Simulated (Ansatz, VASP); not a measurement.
BN: VASP beside Ansatz

```
B N
1.0
     0.00000    1.84092    1.78930
     1.84092    0.00000    1.78930
     1.84092    1.84092    0.00000
B N
1 1
Direct
  0.00000 0.00000 0.00000
  0.25000 0.25000 0.25000
```

Change from the starting cell: epitaxial_xy strain +2.0%.

Alike in both runs: task single point; functional r2SCAN; k mesh 12 × 12 × 12; no spin polarisation.

```csv
,VASP,Ansatz
version,VASP 6.6.1,Ansatz 0.2.0
potentials or method,"VASP PAW PBE potentials, release 64 (B, N)","plane waves, PAW"
plane-wave cutoff (eV),520,500
occupations,"gaussian, width 0.01 eV",fixed
valence electrons in the cell,8,8
```

|  | VASP | Ansatz | Ansatz less VASP |
| --- | --- | --- | --- |
| gap on the k mesh at the Fermi level (eV) | 4.45 | 4.47 | +0.020 |
| pressure (GPa) | -10.5 | -11.4 | -0.99 |
| traceless stress, the component that is largest in VASP (GPa) | 11.41 | 11.44 | +0.033 |

VASP's potentials were made for PBE, not for r2SCAN.
